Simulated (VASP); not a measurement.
# CuO (C2/c) in VASP: notebook

Aim: see how the results for CuO move with the level of theory and the settings. Levels: revPBE, PBE+D3(BJ). Tasks: single point.

All numbers are computed with VASP 6.6.1; they aren't measurements. Logs are shortened: lines on timing, memory, paths and dates and some standing lists are left out, and cuts for length are marked.

## (1) The cell of the first run

It takes space group C2/c (No. 15, monoclinic). Conventional cell: a = 4.652 Å, b = 3.400 Å, c = 5.094 Å, α = 90.00°, β = 99.54°, γ = 90.00°. Cu (site symmetry -1) has 4 O at 1.94 to 1.95 Å within 2.6 Å. O (site symmetry 2) has 6 Cu at 1.94 to 2.77 Å and 6 O at 2.61 to 2.88 Å within 2.9 Å.

## (2) Single point, revPBE

INCAR reads:

```
SYSTEM = CuO
PREC = Accurate
ENCUT = 820
EDIFF = 1E-6
ISMEAR = -1
SIGMA = 0.05
LREAL = .False.
LASPH = .True.
NELM = 120
ALGO = Normal
ISIF = 2
LWAVE = .False.
LCHARG = .True.
GGA = RE
LELF = .True.
LVHAR = .True.
NBANDS = 33
GGA_COMPAT = .False.
```

KPOINTS reads:

```
regular mesh
0
Gamma
  10 10 5
  0 0 0
```

POSCAR reads:

```
CuO
1.0
    2.3261324123     -1.6998144190      0.0000000000
    2.3261324123      1.6998144190      0.0000000000
   -0.8443223728      0.0000000000      5.0239229397
Cu O
2 2
Direct
    0.5000000000      0.0000000000      0.5000000000
    0.0000000000      0.5000000000      0.0000000000
    0.4184000000      0.5816000000      0.7500000000
    0.5816000000      0.4184000000      0.2500000000
```

Potentials or basis: VASP PAW PBE potentials, release 64 (Cu_sv_GW, O).

The run is started by

```sh
cat potpaw_PBE.64/Cu_sv_GW/POTCAR potpaw_PBE.64/O/POTCAR > POTCAR
mpirun -np 1 vasp_std > vasp.out
```

OUTCAR:

```text
SYSTEM = CuO
   PREC = Accurate
   ENCUT = 820
   EDIFF = 1E-6
   ISMEAR = -1
   LREAL = .False.
   LASPH = .True.
   NELM = 120
   ISIF = 2
   GGA = RE

 ion  position               nearest neighbor table
   1  0.500  0.000  0.500-   3 1.94   4 1.94   4 1.95   3 1.95
   2  0.000  0.500  0.000-   4 1.94   3 1.94   4 1.95   3 1.95
   3  0.418  0.582  0.750-   2 1.94   1 1.94   2 1.95   1 1.95
   4  0.582  0.418  0.250-   1 1.94   2 1.94   2 1.95   1 1.95

  LATTYP: Found a base centered monoclinic cell.
 ALAT       =     4.6522648246
 B/A-ratio  =     0.7307470589
 C/A-ratio  =     1.0950317057
 COS(beta)  =    -0.1657361228

  Lattice vectors:

 A1 = (   2.3261324123,  -1.6998144190,   0.0000000000)
 A2 = (   2.3261324123,   1.6998144190,   0.0000000000)
 A3 = (  -0.8443223728,   0.0000000000,   5.0239229397)

Analysis of symmetry for initial positions (statically):
=====================================================================
 Subroutine PRICEL returns:
 Original cell was already a primitive cell.

 Routine SETGRP: Setting up the symmetry group for a
 base centered monoclinic supercell.

 Subroutine GETGRP returns: Found  4 space group operations
 (whereof  2 operations were pure point group operations)
 out of a pool of  4 trial point group operations.

The static configuration has the point symmetry S_2 .
 The point group associated with its full space group is C_2h.

Analysis of symmetry for dynamics (positions and initial velocities):
=====================================================================
 Subroutine PRICEL returns:
 Original cell was already a primitive cell.

 Routine SETGRP: Setting up the symmetry group for a
 base centered monoclinic supercell.

 Subroutine GETGRP returns: Found  4 space group operations
 (whereof  2 operations were pure point group operations)
 out of a pool of  4 trial point group operations.

The dynamic configuration has the point symmetry S_2 .
 The point group associated with its full space group is C_2h.

 Subroutine INISYM returns: Found  4 space group operations
 (whereof  2 operations are pure point group operations),
 and found     1 'primitive' translations

----------------------------------------------------------------------------------------

                                     Primitive cell

  volume of cell :      39.7291

  direct lattice vectors                    reciprocal lattice vectors
     2.326132412 -1.699814419  0.000000000     0.214949071 -0.294149758  0.036124421
     2.326132412  1.699814419  0.000000000     0.214949071  0.294149758  0.036124421
    -0.844322373  0.000000000  5.023922940     0.000000000  0.000000000  0.199047639

  length of vectors
     2.881017365  2.881017365  5.094377486     0.366104025  0.366104025  0.199047639

  position of ions in fractional coordinates (direct lattice)
     0.500000000  0.000000000  0.500000000
     0.000000000  0.500000000  0.000000000
     0.418400000  0.581600000  0.750000000
     0.581600000  0.418400000  0.250000000

  ion indices of the primitive-cell ions
   primitive index   ion index
                 1           1
                 2           2
                 3           3
                 4           4

----------------------------------------------------------------------------------------

 KPOINTS: regular mesh

Automatic generation of k-mesh.
 Grid dimensions read from file:
 generate k-points for:   10   10    5

 Generating k-lattice:

  Cartesian coordinates                     Fractional coordinates (reciprocal lattice)
     0.021494907 -0.029414976  0.003612442     0.100000000  0.000000000  0.000000000
     0.021494907  0.029414976  0.003612442     0.000000000  0.100000000  0.000000000
     0.000000000  0.000000000  0.039809528     0.000000000  0.000000000  0.200000000

  Length of vectors
     0.036610402  0.036610402  0.039809528

  Shift w.r.t. Gamma in fractional coordinates (k-lattice)
     0.000000000  0.000000000  0.000000000

 Subroutine IBZKPT returns following result:
 ===========================================

 Found    141 irreducible k-points:

 Following reciprocal coordinates:
            Coordinates               Weight
  0.000000  0.000000  0.000000      1.000000
  0.100000  0.000000  0.000000      4.000000
  0.200000  0.000000  0.000000      4.000000
  0.300000  0.000000  0.000000      4.000000
  0.400000  0.000000  0.000000      4.000000
  0.500000  0.000000  0.000000      2.000000
[... 16 lines left out ...]
  0.300000  0.300000  0.000000      2.000000
  0.400000  0.300000  0.000000      4.000000
 [... further k-points ...]
   k-points           NKPTS =    141   k-points in BZ     NKDIM =    141   number of bands    NBANDS=     33
   number of dos      NEDOS =    301   number of ions     NIONS =      4
   total plane-waves  NPLWV =  37632
   dimension x,y,z NGX =    28 NGY =   28 NGZ =   48
   dimension x,y,z NGXF=    56 NGYF=   56 NGZF=   96
   ions per type =               2   2
   NGX,Y,Z   is equivalent  to a cutoff of  16.16, 16.16, 15.66 a.u.
   NGXF,Y,Z  is equivalent  to a cutoff of  32.31, 32.31, 31.33 a.u.
 SYSTEM =  CuO
   PREC   = accura    normal or accurate (medium, high low for compatibility)
   ISTART =      0    job   : 0-new  1-cont  2-samecut
   ICHARG =      2    charge: 1-file 2-atom 10-const
   ISPIN  =      1    spin polarized calculation?
   LNONCOLLINEAR =      F non collinear calculations
   LSORBIT =      F    spin-orbit coupling
   LASPH  =      T    aspherical Exc in radial PAW
   ENCUT  =  820.0 eV  60.27 Ry    7.76 a.u.   6.73  6.73 11.89*2*pi/ulx,y,z
   NELM   =    120;   NELMIN=  2; NELMDL= -5     # of ELM steps
   EDIFF  = 0.1E-05   stopping-criterion for ELM
   LREAL  =      F    real-space projection
   EDIFFG = 0.1E-04   stopping-criterion for IOM
   NSW    =      0    number of steps for IOM
   IBRION =     -1    ionic relax: 0-MD 1-quasi-New 2-CG
   NFREE  =      0    steps in history (QN), initial steepest desc. (CG)
   ISIF   =      2    stress and relaxation
   ISYM   =      2    0-nonsym 1-usesym 2-fastsym
   POTIM  = 0.5000    time-step for ionic-motion
   TEBEG  =    0.0;   TEEND  =   0.0 temperature during run
   PSTRESS=    0.0 pullay stress
   NELECT =      50.0000    total number of electrons
   NUPDOWN=      -1.0000    fix difference up-down
   EMIN   =  10.00;   EMAX   =-10.00  energy-range for DOS
   EFERMI =   0.00;   METHOD = LEGACY
   ISMEAR =    -1;   SIGMA  =   0.05  broadening in eV -4-tet -1-fermi 0-gaus
   EFERMI_NEDOS =   21; number of points for ismear=-14 and -15
   IALGO  =     38    algorithm
   IMIX   =      4    mixing-type and parameters
     AMIX     =   0.40;   BMIX     =  1.00
     AMIX_MAG =   1.60;   BMIX_MAG =  1.00
  volume/ion in A,a.u.               =       9.93        67.03
  Fermi-wavevector in a.u.,A,eV,Ry     =   1.767510  3.340109 42.505844  3.124091
  Thomas-Fermi vector in A             =   2.834881
   LORBIT       =      0    0 simple, 1 ext, 2 COOP (PROOUT), +10 PAW based schemes
   GGA     = RE    functional components
   LHFCALC =     F    Hartree Fock is set to
   AEXX    =    0.0000 exact exchange contribution
   IVDW    =     0    specifies the selected vdW correction
   LEPSILON=     F    determine dielectric tensor
   LRPA    =     F    only Hartree local field effects (RPA)
 non-spin polarized calculation
  energy-cutoff  :      820.00
  volume of cell :       39.73
 maximum number of plane-waves:      2140
   NGX = 13   NGY = 13   NGZ = 23

 number of electron      50.0000003 magnetization

 Free energy of the ion-electron system (eV)
  ---------------------------------------------------
  ext. energy  EPLUGINS =         0.00000000
  ---------------------------------------------------
  free energy    TOTEN  =       -18.12302275 eV

  energy without entropy =      -18.10397637  energy(sigma->0) =      -18.11349956

 E-fermi :   6.1600     XC(G=0): -12.2328

 val. band max:        6.1531875412   @ k =  -0.4000   0.2000   0.4000
 cond. band min:       6.1664737167   @ k =   0.5000   0.0000   0.0000
 fundamental gap:      0.0132861755
 Fermi energy:         6.1600216847

 k-point     1 :       0.0000    0.0000    0.0000
  band No.  band energies     occupation
      1    -106.6229      2.00000
      2    -106.6223      2.00000
      3     -64.0970      2.00000
      4     -64.0967      2.00000
      5     -64.0678      2.00000
      6     -64.0582      2.00000
[... 25 lines left out ...]
     32      22.6374      0.00000
     33      23.0341      0.00000

 k-point     2 :       0.1000    0.0000    0.0000
  band No.  band energies     occupation
      1    -106.6228      2.00000
      2    -106.6222      2.00000
      3     -64.0982      2.00000
      4     -64.0968      2.00000
      5     -64.0675      2.00000
      6     -64.0584      2.00000
[... 25 lines left out ...]
     32      22.2033      0.00000
     33      23.2768      0.00000

 k-point     3 :       0.2000    0.0000    0.0000
  band No.  band energies     occupation
      1    -106.6226      2.00000
      2    -106.6220      2.00000
      3     -64.1017      2.00000
      4     -64.0969      2.00000
      5     -64.0669      2.00000
      6     -64.0591      2.00000
[... 25 lines left out ...]
     32      21.3255      0.00000
     33      22.9806      0.00000

 k-point     4 :       0.3000    0.0000    0.0000
  band No.  band energies     occupation
      1    -106.6223      2.00000
      2    -106.6219      2.00000
      3     -64.1060      2.00000
      4     -64.0970      2.00000
      5     -64.0658      2.00000
      6     -64.0600      2.00000
[... 673 lines left out ...]
     32      20.1226      0.00000
     33      20.2976      0.00000

 k-point    23 :       0.3000    0.3000    0.0000
  band No.  band energies     occupation
      1    -106.6217      2.00000
      2    -106.6213      2.00000
      3     -64.1072      2.00000
      4     -64.1041      2.00000
      5     -64.0667      2.00000
      6     -64.0588      2.00000
[... 25 lines left out ...]
     32      20.8750      0.00000
     33      21.2242      0.00000

 k-point    24 :       0.4000    0.3000    0.0000
  band No.  band energies     occupation
      1    -106.6214      2.00000
      2    -106.6211      2.00000
      3     -64.1099      2.00000
      4     -64.1049      2.00000
      5     -64.0662      2.00000
      6     -64.0590      2.00000
[... 25 lines left out ...]
     32      19.6749      0.00000
     33      20.7045      0.00000

 [... further k-points ...]

------------------------ aborting loop because EDIFF is reached ----------------------------------------

  FORCE on cell =-STRESS in cart. coord.  units (eV):
  Direction    XX          YY          ZZ          XY          YZ          ZX
  --------------------------------------------------------------------------------------
  -------------------------------------------------------------------------------------
  Total        3.2351986      3.1284588      3.2615395      0.0000000      0.0000000     -0.4902032
  in kB      130.4675850    126.1630309    131.5298488      0.0000000      0.0000000    -19.7686877
  external PRESSURE =     129.3868216 kB  Pullay stress =       0.0000000 kB

 VOLUME and BASIS-vectors are now :
 -----------------------------------------------------------------------------
  energy-cutoff  :      820.00
  volume of cell :       39.73
      direct lattice vectors                 reciprocal lattice vectors
     2.326132412 -1.699814419  0.000000000     0.214949071 -0.294149758  0.036124421
     2.326132412  1.699814419  0.000000000     0.214949071  0.294149758  0.036124421
    -0.844322373  0.000000000  5.023922940     0.000000000  0.000000000  0.199047639

 POSITION                                       TOTAL-FORCE (eV/Angst)
 -----------------------------------------------------------------------------------
      0.74091     -0.84991      2.51196        -0.000000      0.000000      0.000000
      1.16307      0.84991      0.00000        -0.000000      0.000000      0.000000
      1.69289      0.27741      3.76794         0.000000     -0.139978     -0.000000
      2.11505     -0.27741      1.25598        -0.000000      0.139978      0.000000
 -----------------------------------------------------------------------------------
    total drift:                                0.000000      0.000000      0.000000

  FREE ENERGIE OF THE ION-ELECTRON SYSTEM (eV)
  ---------------------------------------------------
  free  energy   TOTEN  =       -18.1230227490 eV

  energy  without entropy=      -18.1039763710  energy(sigma->0) =      -18.11349956
```

Run time: 5.7 min. Hardware: 1 thread of Intel Xeon Platinum 8259CL at 2.50GHz (Skylake/Cascade Lake), shared host; peak memory 0.45 GiB.

Results:

```
Free energy            : -18.1230 eV
Pressure               : 12.9 GPa
Largest force          : 0.140 eV/Å
Band gap on the k mesh : zero (bands 25 and 26 overlap by 0.60 eV)
```

Forces in eV/Å, atoms in the order of the input:
```
Cu   0.000  0.000  0.000
Cu   0.000  0.000  0.000
O    0.000 -0.140  0.000
O    0.000  0.140  0.000
```

Caveat: the cell stands under pressure; the PAW data sets were made with another functional, which shifts forces and pressure a little; semilocal functionals often make such compounds metallic where correlation or magnetic order opens a gap, which also shifts bond lengths. With open d or f shells a metallic result of revPBE can be an artefact of self-interaction; +U or a hybrid may open a gap.

## (3) Single point, PBE+D3(BJ)

This run uses another cell than the first one, of 9.53 Å³/atom.

INCAR reads:

```
  PREC = Accurate
  ENCUT = 820
  EDIFF = 1E-6
  ISMEAR = -1
  SIGMA = 0.05
  LREAL = False
  LASPH = True
  NELM = 120
  ALGO = Normal
  ISIF = 2
  LWAVE = False
  LCHARG = False
  GGA = PE
  IVDW = 12
  NBANDS = 33
  GGA_COMPAT = False
```

KPOINTS reads:

```
regular mesh
0
Gamma
  10 10 5
```

POSCAR reads:

```
CuO
1.0
    2.2940437287     -1.6763657078      0.0000000000
    2.2940437287      1.6763657078      0.0000000000
   -0.8326750593      0.0000000000      4.9546185987
Cu O
2 2
Direct
    0.5000000000      0.0000000000      0.5000000000
    0.0000000000      0.5000000000      0.0000000000
    0.4184000000      0.5816000000      0.7500000000
    0.5816000000      0.4184000000      0.2500000000
```

Potentials or basis: VASP PAW PBE potentials, release 64 (Cu_sv_GW, O).

The run is started by

```sh
cat potpaw_PBE.64/Cu_sv_GW/POTCAR potpaw_PBE.64/O/POTCAR > POTCAR
mpirun -np 1 vasp_std > vasp.out
```

Run time: 2.8 min. Hardware: 1 thread of Intel Xeon 6975P-C (Granite Rapids), shared host; peak memory 0.45 GiB.

The run converged. Its results:

```yaml
Free_energy: -20.7166 eV
Pressure: 13.1 GPa
Largest_force: 0.040 eV/Å
Band_gap_on_the_k_mesh: zero (bands 25 and 26 overlap by 0.59 eV)
Dispersion_energy_per_atom: -0.301 eV
```

Forces on the atoms (eV/Å):
```
Cu   0.000  0.000  0.000
Cu   0.000  0.000  0.000
O    0.000 -0.040  0.000
O    0.000  0.040  0.000
```

Stress tensor (GPa, compression positive):
```
13.42  0.00 -2.88
 0.00 11.45  0.00
-2.88  0.00 14.52
```

Levels at points of the mesh, in eV from the Fermi level:
| k point | band 21 | band 22 | band 23 | band 24 | band 25 | band 26 | band 27 | band 28 | band 29 | band 30 |
| --- | --- | --- | --- | --- | --- | --- | --- | --- | --- | --- |
| (0.00, 0.00, 0.00) | -2.62 | -2.43 | -2.37 | -1.81 | 0.21 | 1.00 | 1.91 | 6.04 | 8.49 | 13.58 |
| (0.50, 0.00, 0.00) | -2.23 | -1.76 | -1.68 | -1.54 | 0.01 | 0.24 | 4.78 | 6.51 | 7.19 | 11.41 |
| (0.50, 0.50, 0.00) | -2.34 | -2.33 | -1.71 | -1.33 | -0.73 | 1.13 | 3.10 | 7.29 | 8.55 | 10.48 |

Caveat: the cell stands under pressure; semilocal functionals often make such compounds metallic where correlation or magnetic order opens a gap, which also shifts bond lengths.

The gap in the log of VASP goes by the Fermi energy; the results here count the filled bands.